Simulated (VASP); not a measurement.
# Re6PbS8 (R-3) in VASP: single point with PBEsol

Aim: the single point of Re6PbS8 with PBEsol.

Everything below comes from runs of VASP 6.6.1. Logs are shortened: lines on timing, memory, paths and dates and some standing lists are left out, and cuts for length are marked.

### 1 The cell of the first run

The structure is trigonal, space group R-3 (No. 148). Conventional cell: a = 9.181 Å, b = 9.181 Å, c = 11.420 Å, α = 90.00°, β = 90.00°, γ = 120.00°. S (site symmetry 3) has 3 Re at 2.38 Å and 1 Pb at 2.78 Å within 3.1 Å. S (site symmetry 1) has 4 Re at 2.44 to 2.54 Å and 1 Pb at 3.10 Å within 3.2 Å. Within 3.7 Å of Pb (site symmetry -3) lie 8 S at 2.78 to 3.10 Å. Within 3.1 Å of Re (site symmetry 1) lie 5 S at 2.38 to 2.54 Å and 4 Re at 2.67 to 2.72 Å.

### 2 Single point, PBEsol

Contents of INCAR:

```
ALGO = Normal
EDIFF = 1E-7
ENCUT = 520
GGA = PS
ISIF = 2
ISMEAR = 1
LASPH = T
LCHARG = T
LELF = T
LREAL = Auto
LVHAR = T
LWAVE = F
NBANDS = 65
NELM = 60
PREC = Accurate
SIGMA = 0.189
```

Contents of KPOINTS:

```
k-points
0
Gamma
  5 5 5
```

Contents of POSCAR:

```
Re6PbS8
1.0
    4.5903300500      2.6502251200      3.8068099400
   -4.5903300500      2.6502251200      3.8068099400
    0.0000000000     -5.3004592900      3.8068099400
S Pb Re
8 1 6
Direct
    0.2430000000      0.2430000000      0.2430000000
    0.7570000000      0.7570000000      0.7570000000
    0.3827000000      0.1233000000      0.7435000000
    0.7435000000      0.3827000000      0.1233000000
    0.1233000000      0.7435000000      0.3827000000
    0.6173000000      0.8767000000      0.2565000000
    0.2565000000      0.6173000000      0.8767000000
    0.8767000000      0.2565000000      0.6173000000
    0.0000000000      0.0000000000      0.0000000000
    0.2280000000      0.4144000000      0.5627000000
    0.5627000000      0.2280000000      0.4144000000
    0.4144000000      0.5627000000      0.2280000000
    0.7720000000      0.5856000000      0.4373000000
    0.4373000000      0.7720000000      0.5856000000
    0.5856000000      0.4373000000      0.7720000000
```

Potentials or basis: VASP PAW PBE potentials, release 64 (S, Pb_d, Re).

The run is started by

```sh
$ cat potpaw_PBE.64/S/POTCAR potpaw_PBE.64/Pb_d/POTCAR potpaw_PBE.64/Re/POTCAR > POTCAR
$ mpirun -np 1 vasp_std > vasp.out
```

OUTCAR:

```text
EDIFF = 1E-7
   ENCUT = 520
   GGA = PS
   ISIF = 2
   ISMEAR = 1
   LASPH = T
   LREAL = Auto
   NELM = 60
   PREC = Accurate

 ion  position               nearest neighbor table
   1  0.243  0.243  0.243-  12 2.38  11 2.38  10 2.38   9 2.78
   2  0.757  0.757  0.757-  15 2.38  14 2.38  13 2.38   9 2.78
   3  0.383  0.123  0.743-  10 2.44  15 2.46  11 2.53  14 2.54   9 3.10
   4  0.743  0.383  0.123-  11 2.44  13 2.46  12 2.53  15 2.54   9 3.10
   5  0.123  0.743  0.383-  12 2.44  14 2.46  10 2.53  13 2.54   9 3.10
   6  0.617  0.877  0.257-  13 2.44  12 2.46  14 2.53  11 2.54   9 3.10
   7  0.257  0.617  0.877-  14 2.44  10 2.46  15 2.53  12 2.54   9 3.10
   8  0.877  0.257  0.617-  15 2.44  11 2.46  13 2.53  10 2.54   9 3.10
   9  0.000  0.000  0.000-   1 2.78   2 2.78   3 3.10   6 3.10   4 3.10   7 3.10   5 3.10   8 3.10

  10  0.228  0.414  0.563-   1 2.38   3 2.44   7 2.46   5 2.53   8 2.54  12 2.67  11 2.67  14 2.72
                            15 2.72  13 3.28
  11  0.563  0.228  0.414-   1 2.38   4 2.44   8 2.46   3 2.53   6 2.54  12 2.67  10 2.67  13 2.72
                            15 2.72  14 3.28
  12  0.414  0.563  0.228-   1 2.38   5 2.44   6 2.46   4 2.53   7 2.54  10 2.67  11 2.67  13 2.72
                            14 2.72  15 3.28
  13  0.772  0.586  0.437-   2 2.38   6 2.44   4 2.46   8 2.53   5 2.54  15 2.67  14 2.67  11 2.72
                            12 2.72  10 3.28
  14  0.437  0.772  0.586-   2 2.38   7 2.44   5 2.46   6 2.53   3 2.54  15 2.67  13 2.67  10 2.72
                            12 2.72  11 3.28
  15  0.586  0.437  0.772-   2 2.38   8 2.44   3 2.46   7 2.53   4 2.54  13 2.67  14 2.67  10 2.72
                            11 2.72  12 3.28

  LATTYP: Found a trigonal (rhomboedric) cell.
 ALAT       =     6.5258428631
 COS(alpha) =     0.0104343826

  Lattice vectors:

 A1 = (   4.5903300500,   2.6502251200,   3.8068099400)
 A2 = (  -4.5903300500,   2.6502251200,   3.8068099400)
 A3 = (   0.0000000000,  -5.3004592900,   3.8068099400)

Analysis of symmetry for initial positions (statically):
=====================================================================
 Subroutine PRICEL returns:
 Original cell was already a primitive cell.

 Routine SETGRP: Setting up the symmetry group for a
 trigonal (rhombohedral) supercell.

 Subroutine GETGRP returns: Found  6 space group operations
 (whereof  6 operations were pure point group operations)
 out of a pool of 12 trial point group operations.

The static configuration has the point symmetry S_6 .

Analysis of symmetry for dynamics (positions and initial velocities):
=====================================================================
 Subroutine PRICEL returns:
 Original cell was already a primitive cell.

 Routine SETGRP: Setting up the symmetry group for a
 trigonal (rhombohedral) supercell.

 Subroutine GETGRP returns: Found  6 space group operations
 (whereof  6 operations were pure point group operations)
 out of a pool of 12 trial point group operations.

The dynamic configuration has the point symmetry S_6 .

 Subroutine INISYM returns: Found  6 space group operations
 (whereof  6 operations are pure point group operations),
 and found     1 'primitive' translations

----------------------------------------------------------------------------------------

                                     Primitive cell

  volume of cell :     277.8687

  direct lattice vectors                    reciprocal lattice vectors
     4.590330050  2.650225120  3.806809940     0.108924630  0.062887668  0.087562428
    -4.590330050  2.650225120  3.806809940    -0.108924630  0.062887668  0.087562428
     0.000000000 -5.300459290  3.806809940     0.000000000 -0.125775336  0.087562279

  length of vectors
     6.525842863  6.525842863  6.525846352     0.153253426  0.153253426  0.153253345

  position of ions in fractional coordinates (direct lattice)
     0.243000000  0.243000000  0.243000000
     0.757000000  0.757000000  0.757000000
     0.382700000  0.123300000  0.743500000
     0.743500000  0.382700000  0.123300000
     0.123300000  0.743500000  0.382700000
     0.617300000  0.876700000  0.256500000
     0.256500000  0.617300000  0.876700000
     0.876700000  0.256500000  0.617300000
     0.000000000  0.000000000  0.000000000
     0.228000000  0.414400000  0.562700000
     0.562700000  0.228000000  0.414400000
     0.414400000  0.562700000  0.228000000
[... 37 lines left out ...]
  Length of vectors
     0.030650685  0.030650685  0.030650669

  Shift w.r.t. Gamma in fractional coordinates (k-lattice)
     0.000000000  0.000000000  0.000000000

 Subroutine IBZKPT returns following result:
 ===========================================

 Found     23 irreducible k-points:

 Following reciprocal coordinates:
            Coordinates               Weight
  0.000000  0.000000  0.000000      1.000000
  0.200000 -0.000000  0.000000      6.000000
  0.400000  0.000000  0.000000      6.000000
  0.200000  0.200000  0.000000      6.000000
  0.400000  0.200000  0.000000      6.000000
 -0.400000  0.000000 -0.200000      6.000000
[... 15 lines left out ...]
  0.400000  0.400000  0.400000      2.000000
 -0.400000  0.400000  0.400000      6.000000
   k-points           NKPTS =     23   k-points in BZ     NKDIM =     23   number of bands    NBANDS=     65
   number of dos      NEDOS =    301   number of ions     NIONS =     15
   total plane-waves  NPLWV = 125000
   dimension x,y,z NGX =    50 NGY =   50 NGZ =   50
   dimension x,y,z NGXF=   100 NGYF=  100 NGZF=  100
   ions per type =               8   1   6
   NGX,Y,Z   is equivalent  to a cutoff of  12.74, 12.74, 12.74 a.u.
   NGXF,Y,Z  is equivalent  to a cutoff of  25.48, 25.48, 25.47 a.u.
 SYSTEM =  unknown system
   PREC   = accura    normal or accurate (medium, high low for compatibility)
   ISTART =      0    job   : 0-new  1-cont  2-samecut
   ICHARG =      2    charge: 1-file 2-atom 10-const
   ISPIN  =      1    spin polarized calculation?
   LNONCOLLINEAR =      F non collinear calculations
   LSORBIT =      F    spin-orbit coupling
   LASPH  =      T    aspherical Exc in radial PAW
   ENCUT  =  520.0 eV  38.22 Ry    6.18 a.u.  12.13 12.13 12.13*2*pi/ulx,y,z
   NELM   =     60;   NELMIN=  2; NELMDL= -5     # of ELM steps
   EDIFF  = 0.1E-06   stopping-criterion for ELM
   LREAL  =      T    real-space projection
   EDIFFG = 0.1E-05   stopping-criterion for IOM
   NSW    =      0    number of steps for IOM
   IBRION =     -1    ionic relax: 0-MD 1-quasi-New 2-CG
   NFREE  =      0    steps in history (QN), initial steepest desc. (CG)
   ISIF   =      2    stress and relaxation
   ISYM   =      2    0-nonsym 1-usesym 2-fastsym
   POTIM  = 0.5000    time-step for ionic-motion
   TEBEG  =    0.0;   TEEND  =   0.0 temperature during run
   PSTRESS=    0.0 pullay stress
   NELECT =     104.0000    total number of electrons
   NUPDOWN=      -1.0000    fix difference up-down
   EMIN   =  10.00;   EMAX   =-10.00  energy-range for DOS
   EFERMI =   0.00;   METHOD = LEGACY
   ISMEAR =     1;   SIGMA  =   0.19  broadening in eV -4-tet -1-fermi 0-gaus
   EFERMI_NEDOS =   21; number of points for ismear=-14 and -15
   IALGO  =     38    algorithm
   IMIX   =      4    mixing-type and parameters
     AMIX     =   0.40;   BMIX     =  1.00
     AMIX_MAG =   1.60;   BMIX_MAG =  1.00
  volume/ion in A,a.u.               =      18.52       125.01
  Fermi-wavevector in a.u.,A,eV,Ry     =   1.179794  2.229487 18.938128  1.391913
  Thomas-Fermi vector in A             =   2.316098
   LORBIT       =      0    0 simple, 1 ext, 2 COOP (PROOUT), +10 PAW based schemes
   GGA     = PS    functional components
   LHFCALC =     F    Hartree Fock is set to
   AEXX    =    0.0000 exact exchange contribution
   IVDW    =     0    specifies the selected vdW correction
   LEPSILON=     F    determine dielectric tensor
   LRPA    =     F    only Hartree local field effects (RPA)
 non-spin polarized calculation
 Methfessel and Paxton  Order N= 1 SIGMA  =   0.19
  energy-cutoff  :      520.00
  volume of cell :      277.87
 maximum number of plane-waves:      7513
 NGX is ok and might be reduce to    50
   NGX = 25   NGY = 25   NGZ = 25

 number of electron     103.9999980 magnetization

 Free energy of the ion-electron system (eV)
  ---------------------------------------------------
  ext. energy  EPLUGINS =         0.00000000
  ---------------------------------------------------
  free energy    TOTEN  =      -124.07308134 eV

  energy without entropy =     -124.09272092  energy(sigma->0) =     -124.07962787

 E-fermi :   7.1881     XC(G=0): -11.1196

 val. band max:        7.1805724575   @ k =  -0.4000   0.4000   0.2000
 cond. band min:       7.1970139195   @ k =   0.0000   0.0000   0.0000
 fundamental gap:      0.0164414620
 Fermi energy:         7.1880791245

 k-point     1 :       0.0000    0.0000    0.0000
  band No.  band energies     occupation
      1     -10.4675      2.00000
      2     -10.3474      2.00000
      3     -10.3474      2.00000
      4     -10.3168      2.00000
      5     -10.3168      2.00000
      6      -8.9019      2.00000
[... 1530 lines left out ...]
     63       8.8023     -0.00000
     64       8.9337     -0.00000
 [bands above 64 left out]

------------------------ aborting loop because EDIFF is reached ----------------------------------------

  FORCE on cell =-STRESS in cart. coord.  units (eV):
  Direction    XX          YY          ZZ          XY          YZ          ZX
  --------------------------------------------------------------------------------------
  -------------------------------------------------------------------------------------
  Total       -9.4995020     -9.4995009    -16.2799428     -0.0000006      0.0000129      0.0000000
  in kB      -54.7736650    -54.7736586    -93.8693561     -0.0000032      0.0000744      0.0000000
  external PRESSURE =     -67.8055599 kB  Pullay stress =       0.0000000 kB

 VOLUME and BASIS-vectors are now :
 -----------------------------------------------------------------------------
  energy-cutoff  :      520.00
  volume of cell :      277.87
      direct lattice vectors                 reciprocal lattice vectors
     4.590330050  2.650225120  3.806809940     0.108924630  0.062887668  0.087562428
    -4.590330050  2.650225120  3.806809940    -0.108924630  0.062887668  0.087562428
     0.000000000 -5.300459290  3.806809940     0.000000000 -0.125775336  0.087562279

 POSITION                                       TOTAL-FORCE (eV/Angst)
 -----------------------------------------------------------------------------------
      0.00000     -0.00000      2.77516        -0.000000     -0.000001      0.643034
      0.00000     -0.00001      8.64527        -0.000000      0.000001     -0.643034
      1.19073     -2.59988      4.75661        -0.304050      0.063185     -0.414427
      1.65619      2.33114      4.75661         0.097306     -0.294907     -0.414427
     -2.84692      0.26873      4.75661         0.206744      0.231724     -0.414427
     -1.19073      2.59987      6.66382         0.304050     -0.063185      0.414427
     -1.65619     -2.33115      6.66382        -0.097306      0.294907      0.414427
      2.84692     -0.26874      6.66382        -0.206744     -0.231724      0.414427
      0.00000      0.00000      0.00000        -0.000000     -0.000000      0.000000
     -0.85564     -1.28006      4.58759         0.207969     -0.008197      0.463510
      1.53638     -0.10098      4.58759        -0.096886      0.184204      0.463510
     -0.68075      1.38103      4.58759        -0.111082     -0.176008      0.463510
      0.85564      1.28005      6.83284        -0.207969      0.008197     -0.463510
     -1.53638      0.10097      6.83284         0.096886     -0.184204     -0.463510
      0.68075     -1.38104      6.83284         0.111082      0.176008     -0.463510
 -----------------------------------------------------------------------------------
    total drift:                                0.000000     -0.000000      0.000000

  FREE ENERGIE OF THE ION-ELECTRON SYSTEM (eV)
  ---------------------------------------------------
  free  energy   TOTEN  =      -124.0730813426 eV

  energy  without entropy=     -124.0927209224  energy(sigma->0) =     -124.07962787
```

It took 19 min on 1 thread of Intel Xeon Platinum 8259CL at 2.50GHz (Skylake/Cascade Lake), shared host; peak memory 0.5 GiB.

What came out:

```
Free energy            : -124.0731 eV
Pressure               : -6.8 GPa
Largest force          : 0.643 eV/Å
Band gap on the k mesh : 0.02 eV (least direct gap 0.10 eV)
```

Forces on the atoms (eV/Å):
```
S    0.000  0.000  0.643
S    0.000  0.000 -0.643
S   -0.304  0.063 -0.414
S    0.097 -0.295 -0.414
S    0.207  0.232 -0.414
S    0.304 -0.063  0.414
S   -0.097  0.295  0.414
S   -0.207 -0.232  0.414
Pb   0.000  0.000  0.000
Re   0.208 -0.008  0.464
Re  -0.097  0.184  0.464
Re  -0.111 -0.176  0.464
Re  -0.208  0.008 -0.464
Re   0.097 -0.184 -0.464
Re   0.111  0.176 -0.464
```

Stress tensor (GPa, compression positive):
```
-5.48  0.00  0.00
 0.00 -5.48  0.00
 0.00  0.00 -9.39
```

Levels at points of the mesh, in eV from the valence-band top:
```csv
k point,band 48,band 49,band 50,band 51,band 52,band 53,band 54,band 55,band 56,band 57
"(0.00, 0.00, 0.00)",-2.06,-1.71,-1.71,-0.08,-0.08,0.02,0.02,0.24,0.76,0.86
```

Caveat: the cell stands under tension; the PAW data sets were made with another functional, which shifts forces and pressure a little; spin-orbit coupling is left out, which moves the levels of the heavy elements.
